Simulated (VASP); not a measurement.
# La3Tl in VASP: notebook

Runs on La3Tl. Level: LDA. Tasks: electric field gradients.

Everything below comes from runs of VASP 6.6.1. Logs are shortened: lines on timing, memory, paths and dates and some standing lists are left out, and cuts for length are marked.

## 1. The cell of the first run

The structure is cubic, space group Pm-3m (No. 221). The conventional cell has a = 5.159 Å, b = 5.159 Å, c = 5.159 Å, α = 90.00°, β = 90.00°, γ = 90.00°. Within 4.8 Å of La (site symmetry 4/mmm) lie 8 La at 3.65 Å and 4 Tl at 3.65 Å. Within 4.8 Å of Tl (site symmetry m-3m) lie 12 La at 3.65 Å.

## 2. Electric field gradients, LDA (34.33 Å³/atom)

File INCAR:

```
SYSTEM = La3Tl
  PREC = Accurate
  ENCUT = 520
  EDIFF = 1E-8
  ISMEAR = -1
  SIGMA = 0.08
  LREAL = .False.
  LASPH = .True.
  NELM = 100
  ALGO = Normal
  ISIF = 2
  LWAVE = .False.
  LCHARG = .False.
  GGA = CA
  LEFG = .True.
  NBANDS = 31
```

File KPOINTS:

```
Automatic mesh
0
Gamma
  8 8 8
  0 0 0
```

File POSCAR:

```
La3Tl
1.0
    5.1592408815      0.0000000000      0.0000000000
    0.0000000000      5.1592408815      0.0000000000
    0.0000000000      0.0000000000      5.1592408815
La Tl
3 1
Direct
    0.0000000000      0.5000000000      0.5000000000
    0.5000000000      0.0000000000      0.5000000000
    0.5000000000      0.5000000000      0.0000000000
    0.0000000000      0.0000000000      0.0000000000
```

Potentials or basis: VASP PAW LDA potentials, release 64 (La, Tl_d).

The run is started by

```
> cat potpaw_LDA.64/La/POTCAR potpaw_LDA.64/Tl_d/POTCAR > POTCAR
> mpirun -np 1 vasp_std > vasp.out
```

OUTCAR:

```text
SYSTEM = La3Tl
   PREC = Accurate
   ENCUT = 520
   EDIFF = 1E-8
   ISMEAR = -1
   LREAL = .False.
   LASPH = .True.
   NELM = 100
   ISIF = 2
   GGA = CA

 ion  position               nearest neighbor table
   1  0.000  0.500  0.500-   2 3.65   3 3.65   4 3.65   3 3.65   4 3.65   2 3.65   4 3.65   4 3.65
                             2 3.65   3 3.65   3 3.65   2 3.65
   2  0.500  0.000  0.500-   1 3.65   3 3.65   4 3.65   3 3.65   4 3.65   1 3.65   3 3.65   3 3.65
                             1 3.65   4 3.65   4 3.65   1 3.65
   3  0.500  0.500  0.000-   1 3.65   2 3.65   4 3.65   1 3.65   2 3.65   2 3.65   4 3.65   2 3.65
                             1 3.65   4 3.65   1 3.65   4 3.65
   4  0.000  0.000  0.000-   1 3.65   2 3.65   3 3.65   1 3.65   2 3.65   1 3.65   3 3.65   1 3.65
                             2 3.65   3 3.65   2 3.65   3 3.65

  LATTYP: Found a simple cubic cell.
 ALAT       =     5.1592408815

  Lattice vectors:

 A1 = (   5.1592408815,   0.0000000000,   0.0000000000)
 A2 = (   0.0000000000,   5.1592408815,   0.0000000000)
 A3 = (   0.0000000000,   0.0000000000,   5.1592408815)

Analysis of symmetry for initial positions (statically):
=====================================================================
 Subroutine PRICEL returns:
 Original cell was already a primitive cell.

 Routine SETGRP: Setting up the symmetry group for a
 simple cubic supercell.

 Subroutine GETGRP returns: Found 48 space group operations
 (whereof 48 operations were pure point group operations)
 out of a pool of 48 trial point group operations.

The static configuration has the point symmetry O_h .

Analysis of symmetry for dynamics (positions and initial velocities):
=====================================================================
 Subroutine PRICEL returns:
 Original cell was already a primitive cell.

 Routine SETGRP: Setting up the symmetry group for a
 simple cubic supercell.

 Subroutine GETGRP returns: Found 48 space group operations
 (whereof 48 operations were pure point group operations)
 out of a pool of 48 trial point group operations.

The dynamic configuration has the point symmetry O_h .

 Subroutine INISYM returns: Found 48 space group operations
 (whereof 48 operations are pure point group operations),
 and found     1 'primitive' translations

----------------------------------------------------------------------------------------

                                     Primitive cell

  volume of cell :     137.3275

  direct lattice vectors                    reciprocal lattice vectors
     5.159240881  0.000000000  0.000000000     0.193826965  0.000000000  0.000000000
     0.000000000  5.159240881  0.000000000     0.000000000  0.193826965  0.000000000
     0.000000000  0.000000000  5.159240881     0.000000000  0.000000000  0.193826965

  length of vectors
     5.159240881  5.159240881  5.159240881     0.193826965  0.193826965  0.193826965

  position of ions in fractional coordinates (direct lattice)
     0.000000000  0.500000000  0.500000000
     0.500000000  0.000000000  0.500000000
     0.500000000  0.500000000  0.000000000
     0.000000000  0.000000000  0.000000000

  ion indices of the primitive-cell ions
   primitive index   ion index
                 1           1
                 2           2
                 3           3
                 4           4

----------------------------------------------------------------------------------------

 KPOINTS: Automatic mesh

Automatic generation of k-mesh.
 Grid dimensions read from file:
 generate k-points for:    8    8    8

 Generating k-lattice:

  Cartesian coordinates                     Fractional coordinates (reciprocal lattice)
     0.024228371  0.000000000  0.000000000     0.125000000  0.000000000  0.000000000
     0.000000000  0.024228371  0.000000000     0.000000000  0.125000000  0.000000000
     0.000000000  0.000000000  0.024228371     0.000000000  0.000000000  0.125000000

  Length of vectors
     0.024228371  0.024228371  0.024228371

  Shift w.r.t. Gamma in fractional coordinates (k-lattice)
     0.000000000  0.000000000  0.000000000

 Subroutine IBZKPT returns following result:
 ===========================================

 Found     35 irreducible k-points:

 Following reciprocal coordinates:
            Coordinates               Weight
  0.000000  0.000000  0.000000      1.000000
  0.125000  0.000000  0.000000      6.000000
  0.250000  0.000000  0.000000      6.000000
  0.375000  0.000000  0.000000      6.000000
  0.500000  0.000000  0.000000      3.000000
  0.125000  0.125000  0.000000     12.000000
[... 16 lines left out ...]
  0.375000  0.375000  0.125000     24.000000
  0.500000  0.375000  0.125000     24.000000
 [... further k-points ...]
   k-points           NKPTS =     35   k-points in BZ     NKDIM =     35   number of bands    NBANDS=     31
   number of dos      NEDOS =    301   number of ions     NIONS =      4
   total plane-waves  NPLWV =  64000
   dimension x,y,z NGX =    40 NGY =   40 NGZ =   40
   dimension x,y,z NGXF=    80 NGYF=   80 NGZF=   80
   ions per type =               3   1
   NGX,Y,Z   is equivalent  to a cutoff of  12.89, 12.89, 12.89 a.u.
   NGXF,Y,Z  is equivalent  to a cutoff of  25.78, 25.78, 25.78 a.u.
 SYSTEM =  La3Tl
   PREC   = accura    normal or accurate (medium, high low for compatibility)
   ISTART =      0    job   : 0-new  1-cont  2-samecut
   ICHARG =      2    charge: 1-file 2-atom 10-const
   ISPIN  =      1    spin polarized calculation?
   LNONCOLLINEAR =      F non collinear calculations
   LSORBIT =      F    spin-orbit coupling
   LASPH  =      T    aspherical Exc in radial PAW
   ENCUT  =  520.0 eV  38.22 Ry    6.18 a.u.   9.59  9.59  9.59*2*pi/ulx,y,z
   NELM   =    100;   NELMIN=  2; NELMDL= -5     # of ELM steps
   EDIFF  = 0.1E-07   stopping-criterion for ELM
   LREAL  =      F    real-space projection
   EDIFFG = 0.1E-06   stopping-criterion for IOM
   NSW    =      0    number of steps for IOM
   IBRION =     -1    ionic relax: 0-MD 1-quasi-New 2-CG
   NFREE  =      0    steps in history (QN), initial steepest desc. (CG)
   ISIF   =      2    stress and relaxation
   ISYM   =      2    0-nonsym 1-usesym 2-fastsym
   POTIM  = 0.5000    time-step for ionic-motion
   TEBEG  =    0.0;   TEEND  =   0.0 temperature during run
   PSTRESS=    0.0 pullay stress
   NELECT =      46.0000    total number of electrons
   NUPDOWN=      -1.0000    fix difference up-down
   EMIN   =  10.00;   EMAX   =-10.00  energy-range for DOS
   EFERMI =   0.00;   METHOD = LEGACY
   ISMEAR =    -1;   SIGMA  =   0.08  broadening in eV -4-tet -1-fermi 0-gaus
   EFERMI_NEDOS =   21; number of points for ismear=-14 and -15
   IALGO  =     38    algorithm
   IMIX   =      4    mixing-type and parameters
     AMIX     =   0.40;   BMIX     =  1.00
     AMIX_MAG =   1.60;   BMIX_MAG =  1.00
  volume/ion in A,a.u.               =      34.33       231.68
  Fermi-wavevector in a.u.,A,eV,Ry     =   1.136951  2.148525 17.587665  1.292657
  Thomas-Fermi vector in A             =   2.273656
   LORBIT       =      0    0 simple, 1 ext, 2 COOP (PROOUT), +10 PAW based schemes
   GGA     = CA    functional components
   LHFCALC =     F    Hartree Fock is set to
   AEXX    =    0.0000 exact exchange contribution
   IVDW    =     0    specifies the selected vdW correction
   LEPSILON=     F    determine dielectric tensor
   LRPA    =     F    only Hartree local field effects (RPA)
 non-spin polarized calculation
  energy-cutoff  :      520.00
  volume of cell :      137.33
 maximum number of plane-waves:      3755
 NGX is ok and might be reduce to    40
   NGX = 19   NGY = 19   NGZ = 19

 number of electron      46.0000000 magnetization

 Free energy of the ion-electron system (eV)
  ---------------------------------------------------
  ext. energy  EPLUGINS =         0.00000000
  ---------------------------------------------------
  free energy    TOTEN  =       -20.60812117 eV

  energy without entropy =      -20.47661155  energy(sigma->0) =      -20.54236636

 E-fermi :   7.4941     XC(G=0):  -9.9929

 val. band max:        7.4891704860   @ k =   0.2500   0.2500   0.1250
 cond. band min:       7.5017174980   @ k =   0.5000   0.3750   0.2500
 fundamental gap:      0.0125470121
 Fermi energy:         7.4940638623

 k-point     1 :       0.0000    0.0000    0.0000
  band No.  band energies     occupation
      1     -25.3378      2.00000
      2     -25.0729      2.00000
      3     -25.0729      2.00000
      4      -9.5406      2.00000
      5      -9.5406      2.00000
      6      -9.5406      2.00000
[... 23 lines left out ...]
     30       9.0547      0.00000
     31       9.0753      0.00000

 k-point     2 :       0.1250    0.0000    0.0000
  band No.  band energies     occupation
      1     -25.3290      2.00000
      2     -25.0820      2.00000
      3     -25.0727      2.00000
      4      -9.5179      2.00000
      5      -9.5179      2.00000
      6      -9.5068      2.00000
[... 23 lines left out ...]
     30       9.0515      0.00000
     31       9.0587      0.00000

 k-point     3 :       0.2500    0.0000    0.0000
  band No.  band energies     occupation
      1     -25.3045      2.00000
      2     -25.1072      2.00000
      3     -25.0724      2.00000
      4      -9.4563      2.00000
      5      -9.4563      2.00000
      6      -9.4076      2.00000
[... 23 lines left out ...]
     30       9.0341      0.00000
     31       9.0409      0.00000

 k-point     4 :       0.3750    0.0000    0.0000
  band No.  band energies     occupation
      1     -25.2712      2.00000
      2     -25.1412      2.00000
      3     -25.0720      2.00000
      4      -9.3793      2.00000
      5      -9.3793      2.00000
      6      -9.2514      2.00000
[... 635 lines left out ...]
     30       9.0251      0.00000
     31       9.0304      0.00000

 k-point    23 :       0.3750    0.3750    0.1250
  band No.  band energies     occupation
      1     -25.2125      2.00000
      2     -25.1479      2.00000
      3     -25.1224      2.00000
      4      -9.5839      2.00000
      5      -9.3801      2.00000
      6      -9.1372      2.00000
[... 23 lines left out ...]
     30       8.9833      0.00000
     31       9.0149      0.00000

 k-point    24 :       0.5000    0.3750    0.1250
  band No.  band energies     occupation
      1     -25.1924      2.00000
      2     -25.1608      2.00000
      3     -25.1293      2.00000
      4      -9.5790      2.00000
      5      -9.4328      2.00000
      6      -9.1418      2.00000
[... 23 lines left out ...]
     30       8.9739      0.00000
     31       9.0201      0.00000

 [... further k-points ...]

------------------------ aborting loop because EDIFF is reached ----------------------------------------

  FORCE on cell =-STRESS in cart. coord.  units (eV):
  Direction    XX          YY          ZZ          XY          YZ          ZX
  --------------------------------------------------------------------------------------
  -------------------------------------------------------------------------------------
  Total       -4.5535447     -4.5535447     -4.5535447     -0.0000000     -0.0000000      0.0000000
  in kB      -53.1254687    -53.1254687    -53.1254687     -0.0000000     -0.0000000      0.0000000
  external PRESSURE =     -53.1254687 kB  Pullay stress =       0.0000000 kB

 VOLUME and BASIS-vectors are now :
 -----------------------------------------------------------------------------
  energy-cutoff  :      520.00
  volume of cell :      137.33
      direct lattice vectors                 reciprocal lattice vectors
     5.159240881  0.000000000  0.000000000     0.193826965  0.000000000  0.000000000
     0.000000000  5.159240881  0.000000000     0.000000000  0.193826965  0.000000000
     0.000000000  0.000000000  5.159240881     0.000000000  0.000000000  0.193826965

 POSITION                                       TOTAL-FORCE (eV/Angst)
 -----------------------------------------------------------------------------------
      0.00000      2.57962      2.57962         0.000000      0.000000      0.000000
      2.57962      0.00000      2.57962         0.000000      0.000000      0.000000
      2.57962      2.57962      0.00000         0.000000      0.000000      0.000000
      0.00000      0.00000      0.00000         0.000000      0.000000      0.000000
 -----------------------------------------------------------------------------------
    total drift:                                0.000000     -0.000000     -0.000000

  FREE ENERGIE OF THE ION-ELECTRON SYSTEM (eV)
  ---------------------------------------------------
  free  energy   TOTEN  =       -20.6081211727 eV

  energy  without entropy=      -20.4766115475  energy(sigma->0) =      -20.54236636

 Electric field gradients (V/A^2)
---------------------------------------------------------------------
 ion       V_xx      V_yy      V_zz      V_xy      V_xz      V_yz
---------------------------------------------------------------------
   1     107.774   -53.887   -53.887     0.000    -0.000     0.000
   2     -53.887   107.774   -53.887    -0.000    -0.000     0.000
   3     -53.887   -53.887   107.774    -0.000    -0.000    -0.000
   4      -0.000    -0.000     0.000    -0.000    -0.000     0.000
---------------------------------------------------------------------

 Electric field gradients after diagonalization (V/A^2)
 (convention: |V_zz| > |V_xx| > |V_yy|)
----------------------------------------------------------------------
 ion       V_xx      V_yy      V_zz     asymmetry (V_yy - V_xx)/ V_zz
----------------------------------------------------------------------
   1     -53.887   -53.887   107.774       0.000
   2     -53.887   -53.887   107.774       0.000
   3     -53.887   -53.887   107.774       0.000
   4      -0.000    -0.000     0.000       0.060
----------------------------------------------------------------------

           NMR quadrupolar parameters

 Cq : quadrupolar parameter    Cq=e*Q*V_zz/h
 eta: asymmetry parameters     (V_yy - V_xx)/ V_zz
 Q  : nuclear electric quadrupole moment in mb (millibarn)
----------------------------------------------------------------------
 ion       Cq(MHz)       eta       Q (mb)
----------------------------------------------------------------------
   1       0.261       0.000       1.000
   2       0.261       0.000       1.000
   3       0.261       0.000       1.000
   4       0.000       0.060       1.000
----------------------------------------------------------------------
```

Wall time 3.4 min (1 thread of Intel Xeon Platinum 8488C (Sapphire Rapids), shared host); peak memory 0.29 GiB.

What came out:

```yaml
Free_energy: -20.6081 eV
Pressure: -5.3 GPa
Band_gap_on_the_k_mesh: zero (bands 23 and 24 overlap by 0.94 eV)
Largest_electric_field_gradient_by_atom: La +107.8; Tl -0.0 V/Å²
```

Levels at points of the mesh, in eV from the Fermi level:
```tsv
k point	band 19	band 20	band 21	band 22	band 23	band 24	band 25	band 26	band 27	band 28
(0.00, 0.00, 0.00)	-2.52	-0.73	-0.73	-0.73	-0.71	-0.71	0.74	0.74	0.74	1.23
(0.50, 0.00, 0.00)	-2.45	-1.17	-0.68	-0.68	-0.52	0.65	0.97	1.02	1.07	1.07
(0.50, 0.50, 0.00)	-1.38	-1.38	-1.29	-0.02	-0.02	0.18	0.55	0.93	0.93	1.24
(0.50, 0.50, 0.50)	-1.05	-1.05	-1.05	0.23	0.23	0.23	1.09	1.30	1.30	1.30
```

Electric field gradients, principal values (V/Å²):
| atom | least | middle | greatest (by size) |
| --- | --- | --- | --- |
| 1 La | -53.887 | -53.887 | 107.774 |
| 2 La | -53.887 | -53.887 | 107.774 |
| 3 La | -53.887 | -53.887 | 107.774 |
| 4 Tl | 0.000 | 0.000 | 0.000 |

Caveat: the cell stands under tension; without QUAD_EFG the Cq values of the log hold for a quadrupole moment of 1 mb, not for the nuclei; spin-orbit coupling is left out, which moves the levels of the heavy elements.

[end of part 1 of 2]
